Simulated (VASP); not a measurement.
# PbS (R3m) in VASP: a series of runs

The runs below take PbS through single point, with PBE.

All numbers are computed with VASP 6.6.1; they aren't measurements. Logs are shortened: lines on timing, memory, paths and dates and some standing lists are left out, and cuts for length are marked.

## (1) The cell of the first run

Symmetry: R3m, No. 160, trigonal system. Conventional cell: a = 4.193 Å, b = 4.193 Å, c = 10.271 Å, α = 90.00°, β = 90.00°, γ = 120.00°. Within 3.8 Å of Pb (site symmetry 3m) lie 6 S at 2.92 to 3.02 Å. S (site symmetry 3m) has 6 Pb at 2.92 to 3.02 Å within 3.8 Å.

## (2) Single point, PBE (all S atoms moved +0.087 Å, as atom 2 along Cartesian [1 1 1])

Contents of INCAR:

```
PREC     = Accurate       # precision mode
ENCUT    = 520            # plane-wave cutoff, eV
EDIFF    = 1E-7           # SCF threshold, eV
ISMEAR   = 0              # smearing method
SIGMA    = 0.03           # smearing width, eV
LREAL    = F              # projectors in reciprocal space
LASPH    = T              # aspherical terms in the spheres
NELM     = 60             # most SCF steps
ALGO     = Normal         # electronic algorithm
ISIF     = 2              # what is computed and relaxed
LWAVE    = F              # write WAVECAR
LCHARG   = F              # write CHGCAR
GGA      = PE             # functional
NBANDS   = 17             # bands
```

Contents of KPOINTS:

```
regular mesh
0
Gamma
  10 10 10
```

Contents of POSCAR:

```
PbS
1.0
    0.0000000000      2.9650000000      2.9650000000
    2.9650000000      0.0000000000      2.9650000000
    2.9650000000      2.9650000000      0.0000000000
Pb S
1 1
Direct
    0.0000000000      0.0000000000      0.0000000000
    0.5085190807      0.5085190807      0.5085190807
```

Potentials or basis: VASP PAW PBE potentials, release 64 (Pb_d, S).

Started as:

```bash
$ cat potpaw_PBE.64/Pb_d/POTCAR potpaw_PBE.64/S/POTCAR > POTCAR
$ mpirun -np 1 vasp_std > vasp.out
```

OUTCAR:

```text
PREC = Accurate
   ENCUT = 520
   EDIFF = 1E-7
   ISMEAR = 0
   LREAL = F
   LASPH = T
   NELM = 60
   ISIF = 2
   GGA = PE

 ion  position               nearest neighbor table
   1  0.000  0.000  0.000-   2 2.92   2 2.92   2 2.92   2 3.02   2 3.02   2 3.02
   2  0.509  0.509  0.509-   1 2.92   1 2.92   1 2.92   1 3.02   1 3.02   1 3.02

  LATTYP: Found a face centered cubic cell.
 ALAT       =     5.9300000000

  Lattice vectors:

 A1 = (   0.0000000000,   2.9650000000,   2.9650000000)
 A2 = (   2.9650000000,   0.0000000000,   2.9650000000)
 A3 = (   2.9650000000,   2.9650000000,   0.0000000000)

Analysis of symmetry for initial positions (statically):
=====================================================================
 Subroutine PRICEL returns:
 Original cell was already a primitive cell.

 Routine SETGRP: Setting up the symmetry group for a
 face centered cubic supercell.

 Subroutine GETGRP returns: Found  6 space group operations
 (whereof  6 operations were pure point group operations)
 out of a pool of 48 trial point group operations.

The static configuration has the point symmetry C_3v.

Analysis of symmetry for dynamics (positions and initial velocities):
=====================================================================
 Subroutine PRICEL returns:
 Original cell was already a primitive cell.

 Routine SETGRP: Setting up the symmetry group for a
 face centered cubic supercell.

 Subroutine GETGRP returns: Found  6 space group operations
 (whereof  6 operations were pure point group operations)
 out of a pool of 48 trial point group operations.

The dynamic configuration has the point symmetry C_3v.

 Subroutine INISYM returns: Found  6 space group operations
 (whereof  6 operations are pure point group operations),
 and found     1 'primitive' translations

----------------------------------------------------------------------------------------

                                     Primitive cell

  volume of cell :      52.1320

  direct lattice vectors                    reciprocal lattice vectors
     0.000000000  2.965000000  2.965000000    -0.168634064  0.168634064  0.168634064
     2.965000000  0.000000000  2.965000000     0.168634064 -0.168634064  0.168634064
     2.965000000  2.965000000  0.000000000     0.168634064  0.168634064 -0.168634064

  length of vectors
     4.193143212  4.193143212  4.193143212     0.292082767  0.292082767  0.292082767

  position of ions in fractional coordinates (direct lattice)
     0.000000000  0.000000000  0.000000000
     0.508519081  0.508519081  0.508519081

  ion indices of the primitive-cell ions
   primitive index   ion index
                 1           1
                 2           2

----------------------------------------------------------------------------------------

 KPOINTS: regular mesh

Automatic generation of k-mesh.
 Grid dimensions read from file:
 generate k-points for:   10   10   10

 Generating k-lattice:

  Cartesian coordinates                     Fractional coordinates (reciprocal lattice)
    -0.016863406  0.016863406  0.016863406     0.100000000  0.000000000  0.000000000
     0.016863406 -0.016863406  0.016863406     0.000000000  0.100000000  0.000000000
     0.016863406  0.016863406 -0.016863406     0.000000000  0.000000000  0.100000000

  Length of vectors
     0.029208277  0.029208277  0.029208277

  Shift w.r.t. Gamma in fractional coordinates (k-lattice)
     0.000000000  0.000000000  0.000000000

 Subroutine IBZKPT returns following result:
 ===========================================

 Found    116 irreducible k-points:

 Following reciprocal coordinates:
            Coordinates               Weight
  0.000000  0.000000  0.000000      1.000000
  0.100000  0.000000  0.000000      6.000000
  0.100000  0.100000  0.100000      2.000000
  0.200000  0.000000  0.000000      6.000000
  0.200000  0.200000  0.200000      2.000000
  0.300000  0.000000  0.000000      6.000000
[... 16 lines left out ...]
  0.100000  0.100000 -0.400000      6.000000
  0.500000  0.400000  0.500000      6.000000
 [... further k-points ...]
   k-points           NKPTS =    116   k-points in BZ     NKDIM =    116   number of bands    NBANDS=     17
   number of dos      NEDOS =    301   number of ions     NIONS =      2
   total plane-waves  NPLWV =  32768
   dimension x,y,z NGX =    32 NGY =   32 NGZ =   32
   dimension x,y,z NGXF=    64 NGYF=   64 NGZF=   64
   ions per type =               1   1
   NGX,Y,Z   is equivalent  to a cutoff of  12.69, 12.69, 12.69 a.u.
   NGXF,Y,Z  is equivalent  to a cutoff of  25.37, 25.37, 25.37 a.u.
 SYSTEM =  unknown system
   PREC   = accura    normal or accurate (medium, high low for compatibility)
   ISTART =      0    job   : 0-new  1-cont  2-samecut
   ICHARG =      2    charge: 1-file 2-atom 10-const
   ISPIN  =      1    spin polarized calculation?
   LNONCOLLINEAR =      F non collinear calculations
   LSORBIT =      F    spin-orbit coupling
   LASPH  =      T    aspherical Exc in radial PAW
   ENCUT  =  520.0 eV  38.22 Ry    6.18 a.u.   7.80  7.80  7.80*2*pi/ulx,y,z
   NELM   =     60;   NELMIN=  2; NELMDL= -5     # of ELM steps
   EDIFF  = 0.1E-06   stopping-criterion for ELM
   LREAL  =      F    real-space projection
   EDIFFG = 0.1E-05   stopping-criterion for IOM
   NSW    =      0    number of steps for IOM
   IBRION =     -1    ionic relax: 0-MD 1-quasi-New 2-CG
   NFREE  =      0    steps in history (QN), initial steepest desc. (CG)
   ISIF   =      2    stress and relaxation
   ISYM   =      2    0-nonsym 1-usesym 2-fastsym
   POTIM  = 0.5000    time-step for ionic-motion
   TEBEG  =    0.0;   TEEND  =   0.0 temperature during run
   PSTRESS=    0.0 pullay stress
   NELECT =      20.0000    total number of electrons
   NUPDOWN=      -1.0000    fix difference up-down
   EMIN   =  10.00;   EMAX   =-10.00  energy-range for DOS
   EFERMI =   0.00;   METHOD = LEGACY
   ISMEAR =     0;   SIGMA  =   0.03  broadening in eV -4-tet -1-fermi 0-gaus
   EFERMI_NEDOS =   21; number of points for ismear=-14 and -15
   IALGO  =     38    algorithm
   IMIX   =      4    mixing-type and parameters
     AMIX     =   0.40;   BMIX     =  1.00
     AMIX_MAG =   1.60;   BMIX_MAG =  1.00
  volume/ion in A,a.u.               =      26.07       175.90
[... 25 lines left out ...]

 E-fermi :   5.9585     XC(G=0):  -9.6841

 val. band max:        5.8194052679   @ k =   0.5000   0.0000   0.0000
 cond. band min:       6.2203876079   @ k =   0.5000   0.0000   0.0000
 fundamental gap:      0.4009823400
 Fermi energy:         5.9585098007

 k-point     1 :       0.0000    0.0000    0.0000
  band No.  band energies     occupation
      1     -10.9896      2.00000
      2     -10.9885      2.00000
      3     -10.9885      2.00000
      4     -10.9733      2.00000
      5     -10.9733      2.00000
      6      -7.7812      2.00000
[... 9 lines left out ...]
     16      12.6471      0.00000
     17      14.4910      0.00000

 k-point     2 :       0.1000    0.0000    0.0000
  band No.  band energies     occupation
      1     -10.9884      2.00000
      2     -10.9869      2.00000
      3     -10.9863      2.00000
      4     -10.9744      2.00000
      5     -10.9741      2.00000
      6      -7.6951      2.00000
[... 9 lines left out ...]
     16      12.8739      0.00000
     17      15.3221      0.00000

 k-point     3 :       0.1000    0.1000    0.1000
  band No.  band energies     occupation
      1     -10.9891      2.00000
      2     -10.9861      2.00000
      3     -10.9861      2.00000
      4     -10.9743      2.00000
      5     -10.9743      2.00000
      6      -7.6958      2.00000
[... 9 lines left out ...]
     16      12.8265      0.00000
     17      15.3278      0.00000

 k-point     4 :       0.2000    0.0000    0.0000
  band No.  band energies     occupation
      1     -10.9897      2.00000
      2     -10.9887      2.00000
      3     -10.9866      2.00000
      4     -10.9687      2.00000
      5     -10.9678      2.00000
      6      -7.4484      2.00000
[... 9 lines left out ...]
     16      13.4030      0.00000
     17      16.8894      0.00000

 k-point     5 :       0.2000    0.2000    0.2000
  band No.  band energies     occupation
      1     -10.9883      2.00000
      2     -10.9883      2.00000
      3     -10.9881      2.00000
      4     -10.9683      2.00000
      5     -10.9683      2.00000
      6      -7.4510      2.00000
[... 9 lines left out ...]
     16      13.3979      0.00000
     17      16.8898      0.00000

 k-point     6 :       0.3000    0.0000    0.0000
  band No.  band energies     occupation
      1     -10.9980      2.00000
      2     -10.9970      2.00000
      3     -10.9860      2.00000
      4     -10.9558      2.00000
      5     -10.9547      2.00000
      6      -7.0840      2.00000
[... 9 lines left out ...]
     16      14.2397      0.00000
     17      18.2185      0.00000

 k-point     7 :       0.3000    0.3000    0.3000
  band No.  band energies     occupation
      1     -10.9967      2.00000
      2     -10.9967      2.00000
      3     -10.9873      2.00000
      4     -10.9552      2.00000
      5     -10.9552      2.00000
      6      -7.0903      2.00000
[... 9 lines left out ...]
     16      14.2443      0.00000
     17      18.2336      0.00000

 k-point     8 :       0.4000    0.0000    0.0000
  band No.  band energies     occupation
      1     -11.0056      2.00000
      2     -11.0043      2.00000
      3     -10.9856      2.00000
      4     -10.9447      2.00000
      5     -10.9435      2.00000
      6      -6.7095      2.00000
[... 9 lines left out ...]
     16      15.2742      0.00000
     17      17.3015      0.00000
[... 203 lines left out ...]
      1     -11.0140      2.00000
      2     -10.9956      2.00000
      3     -10.9846      2.00000
      4     -10.9547      2.00000
      5     -10.9426      2.00000
      6      -6.7592      2.00000
[... 9 lines left out ...]
     16      15.6659      0.00000
     17      17.3873      0.00000

 k-point    20 :       0.1000    0.1000   -0.3000
  band No.  band energies     occupation
      1     -11.0145      2.00000
      2     -10.9950      2.00000
      3     -10.9847      2.00000
      4     -10.9555      2.00000
      5     -10.9418      2.00000
      6      -6.7583      2.00000
[... 9 lines left out ...]
     16      15.6518      0.00000
     17      17.3738      0.00000

 k-point    21 :       0.4000    0.3000    0.4000
  band No.  band energies     occupation
      1     -11.0132      2.00000
      2     -10.9947      2.00000
      3     -10.9858      2.00000
      4     -10.9549      2.00000
      5     -10.9424      2.00000
      6      -6.7678      2.00000
[... 9 lines left out ...]
     16      15.6732      0.00000
     17      17.4089      0.00000

 k-point    22 :       0.5000    0.1000    0.0000
  band No.  band energies     occupation
      1     -11.0172      2.00000
      2     -11.0014      2.00000
      3     -10.9828      2.00000
      4     -10.9470      2.00000
      5     -10.9393      2.00000
      6      -6.4991      2.00000
[... 9 lines left out ...]
     16      16.0652      0.00000
     17      16.3729      0.00000

 k-point    23 :       0.1000    0.1000   -0.4000
  band No.  band energies     occupation
      1     -11.0175      2.00000
      2     -11.0010      2.00000
      3     -10.9828      2.00000
      4     -10.9478      2.00000
      5     -10.9385      2.00000
      6      -6.4990      2.00000
[... 9 lines left out ...]
     16      16.0405      0.00000
     17      16.3566      0.00000

 k-point    24 :       0.5000    0.4000    0.5000
  band No.  band energies     occupation
      1     -11.0161      2.00000
      2     -11.0007      2.00000
      3     -10.9840      2.00000
      4     -10.9471      2.00000
      5     -10.9390      2.00000
      6      -6.5119      2.00000
[... 9 lines left out ...]
     16      16.0605      0.00000
     17      16.4049      0.00000

 [... further k-points ...]

------------------------ aborting loop because EDIFF is reached ----------------------------------------

  FORCE on cell =-STRESS in cart. coord.  units (eV):
  Direction    XX          YY          ZZ          XY          YZ          ZX
  --------------------------------------------------------------------------------------
  -------------------------------------------------------------------------------------
  Total        0.7562405      0.7562405      0.7562405      0.0083483      0.0083483      0.0083483
  in kB       23.2416209     23.2416209     23.2416209      0.2565677      0.2565677      0.2565677
  external PRESSURE =      23.2416209 kB  Pullay stress =       0.0000000 kB

 VOLUME and BASIS-vectors are now :
 -----------------------------------------------------------------------------
  energy-cutoff  :      520.00
  volume of cell :       52.13
      direct lattice vectors                 reciprocal lattice vectors
     0.000000000  2.965000000  2.965000000    -0.168634064  0.168634064  0.168634064
     2.965000000  0.000000000  2.965000000     0.168634064 -0.168634064  0.168634064
     2.965000000  2.965000000  0.000000000     0.168634064  0.168634064 -0.168634064

 POSITION                                       TOTAL-FORCE (eV/Angst)
 -----------------------------------------------------------------------------------
      0.00000      0.00000      0.00000         0.032841      0.032841      0.032841
      3.01552      3.01552      3.01552        -0.032841     -0.032841     -0.032841
 -----------------------------------------------------------------------------------
    total drift:                                0.000025      0.000025      0.000025

  FREE ENERGIE OF THE ION-ELECTRON SYSTEM (eV)
  ---------------------------------------------------
  free  energy   TOTEN  =        -8.7526875689 eV

  energy  without entropy=       -8.7526875689  energy(sigma->0) =       -8.75268757
```

Run time: 1.7 min. Hardware: 1 thread of Intel Xeon 8259CL, shared host; peak memory 0.24 GiB.

Results:

| Property | Result |
| --- | --- |
| Free energy | -8.7527 eV |
| Pressure | 2.3 GPa |
| Largest force | 0.057 eV/Å |
| Band gap on the k mesh | 0.40 eV |

Forces in eV/Å, atoms in the order of the input:
```
Pb   0.033  0.033  0.033
S   -0.033 -0.033 -0.033
```

Caveat: the cell differs from its parent crystal (all S atoms moved +0.087 Å, as atom 2 along Cartesian [1 1 1]); spin-orbit coupling is left out, which moves the levels of the heavy elements. A k mesh can miss the band edges.

## (3) Single point, PBE (all S atoms moved +0.062 Å, as atom 2 along Cartesian [1 1 1])

Contents of INCAR:

```
SYSTEM = PbS
PREC = Accurate
ENCUT = 520
EDIFF = 1E-6
ISMEAR = 0
SIGMA = 0.03
LREAL = .False.
LASPH = .True.
NELM = 60
ALGO = Normal
ISIF = 2
LWAVE = .False.
LCHARG = .False.
GGA = PE
NBANDS = 17
```

Contents of KPOINTS:

```
regular mesh
0
Gamma
  10 10 10
  0 0 0
```

POSCAR, as its differences from that of step 2:

```diff
@@ -9,2 +9,2 @@
     0.0000000000      0.0000000000      0.0000000000
-    0.5085190807      0.5085190807      0.5085190807
+    0.5060850576      0.5060850576      0.5060850576
```

Potentials or basis: VASP PAW PBE potentials, release 64 (Pb_d, S).

Started as:

```bash
$ cat potpaw_PBE.64/Pb_d/POTCAR potpaw_PBE.64/S/POTCAR > POTCAR
$ mpirun -np 1 vasp_std > vasp.out
```

Run time: 93 s. Hardware: 1 thread of Intel Xeon 8259CL, shared host; peak memory 0.24 GiB.

The run converged. Its results:

```yaml
Free_energy: -8.7539 eV
Pressure: 2.3 GPa
Largest_force: 0.038 eV/Å
Band_gap_on_the_k_mesh: 0.38 eV
```

Forces on the atoms (eV/Å):
```
Pb   0.022  0.022  0.022
S   -0.022 -0.022 -0.022
```

Levels at points of the mesh, in eV from the valence-band top:
```csv
k point,band 6,band 7,band 8,band 9,band 10,band 11,band 12,band 13,band 14,band 15
"(0.00, 0.00, 0.00)",-13.60,-6.03,-2.18,-2.18,-2.17,5.18,5.21,5.21,6.75,6.75
"(0.50, 0.00, 0.00)",-12.36,-8.85,-1.79,-1.79,0.00,0.38,1.98,1.98,8.66,10.12
"(0.50, 0.50, 0.50)",-12.36,-8.83,-1.79,-1.79,-0.05,0.42,1.97,1.97,8.65,10.13
"(0.50, 0.50, 0.00)",-11.93,-7.21,-5.19,-3.45,-3.43,3.84,5.59,5.70,5.72,11.17
```

Caveat: the cell differs from its parent crystal (all S atoms moved +0.062 Å, as atom 2 along Cartesian [1 1 1]); spin-orbit coupling is left out, which moves the levels of the heavy elements.

## (4) Single point, PBE

Contents of INCAR:

```
PREC = Accurate ; ENCUT = 520
EDIFF = 1E-6 ; ISMEAR = 0
SIGMA = 0.03 ; LREAL = F
LASPH = T ; NELM = 80
ALGO = Normal ; ISIF = 2
LWAVE = F ; LCHARG = F
GGA = PE ; NBANDS = 17
```

Contents of KPOINTS:

```
Automatic mesh
0
Gamma
  10 10 10
```

POSCAR, as its differences from that of step 3:

```diff
@@ -9,2 +9,2 @@
     0.0000000000      0.0000000000      0.0000000000
-    0.5060850576      0.5060850576      0.5060850576
+    0.5036510346      0.5036510346      0.5036510346
```

Started as:

```bash
$ cat potpaw_PBE.64/Pb_d/POTCAR potpaw_PBE.64/S/POTCAR > POTCAR
$ mpirun -np 1 vasp_std > vasp.out
```

Run time: 85 s. Hardware: 1 thread of Intel Xeon 8259CL, shared host; peak memory 0.24 GiB.

It converged, with:

```
Free energy            : -8.7546 eV
Pressure               : 2.2 GPa
Largest force          : 0.022 eV/Å
Band gap on the k mesh : 0.37 eV
```

Forces on the atoms (eV/Å):
```
Pb   0.013  0.013  0.013
S   -0.013 -0.013 -0.013
```

Levels at points of the mesh, in eV from the valence-band top:
```csv
k point,band 8,band 9,band 10,band 11,band 12,band 13
"(0.00, 0.00, 0.00)",-2.18,-2.18,-2.17,5.20,5.21,5.21
"(0.50, 0.00, 0.00)",-1.79,-1.79,0.00,0.37,1.97,1.97
"(0.50, 0.50, 0.50)",-1.79,-1.79,-0.02,0.39,1.96,1.96
"(0.50, 0.50, 0.00)",-5.20,-3.45,-3.44,3.85,5.58,5.69
```

Caveat: spin-orbit coupling is left out, which moves the levels of the heavy elements.

## (5) Single point, PBE

Contents of INCAR:

```
ALGO = Normal
EDIFF = 1E-6
ENCUT = 520
GGA = PE
ISIF = 2
ISMEAR = 0
LASPH = T
LCHARG = F
LREAL = F
LWAVE = F
NBANDS = 17
NELM = 80
PREC = Accurate
SIGMA = 0.03
```

Contents of KPOINTS:

```
k-points
0
Gamma
  10 10 10
```

POSCAR, as its differences from that of step 4:

```diff
@@ -9,2 +9,2 @@
     0.0000000000      0.0000000000      0.0000000000
-    0.5036510346      0.5036510346      0.5036510346
+    0.5012170115      0.5012170115      0.5012170115
```

Started as:

```bash
$ cat potpaw_PBE.64/Pb_d/POTCAR potpaw_PBE.64/S/POTCAR > POTCAR
$ mpirun -np 1 vasp_std > vasp.out
```

Wall time 85 s (1 thread of Intel Xeon 8259CL, shared host); peak memory 0.24 GiB.

The run converged. Its results:

| Property | Result |
| --- | --- |
| Free energy | -8.7550 eV |
| Pressure | 2.2 GPa |
| Largest force | 0.007 eV/Å |
| Band gap on the k mesh | 0.36 eV |

Forces in eV/Å, atoms in the order of the input:
```
Pb   0.004  0.004  0.004
S   -0.004 -0.004 -0.004
```

Levels at points of the mesh, in eV from the valence-band top:
```
           k point  band 6  band 7  band 8  band 9  band 10  band 11  band 12  band 13  band 14  band 15
(0.00, 0.00, 0.00)  -13.61   -6.04   -2.18   -2.18    -2.18     5.21     5.21     5.21     6.73     6.73
(0.50, 0.00, 0.00)  -12.36   -8.85   -1.79   -1.79     0.00     0.36     1.96     1.96     8.66    10.12
(0.50, 0.50, 0.50)  -12.36   -8.85   -1.79   -1.79     0.00     0.36     1.96     1.96     8.66    10.12
(0.50, 0.50, 0.00)  -11.93   -7.21   -5.21   -3.45    -3.45     3.86     5.58     5.69     5.69    11.17
```

Caveat: spin-orbit coupling is left out, which moves the levels of the heavy elements.

## (6) The runs side by side

| cell | gap on the mesh (eV) | pressure (GPa) | largest force (eV/Å) |
| --- | --- | --- | --- |
| as given, atomic positions A | 0.40 | 2.3 | 0.06 |
| as given, atomic positions B | 0.38 | 2.3 | 0.04 |
| as given, atomic positions C | 0.37 | 2.2 | 0.02 |
| as given, atomic positions D | 0.36 | 2.2 | 0.01 |

Alike in all rows: task single point; level PBE; potentials or basis VASP PAW PBE potentials, release 64 (Pb_d, S); no spin polarisation; k mesh 10 × 10 × 10; cutoff (eV) 520; smearing gaussian 0.03 eV.

Caveats: spin-orbit coupling is left out, which moves the levels of the heavy elements.

Absolute energies hang on the potentials; compare differences alone.
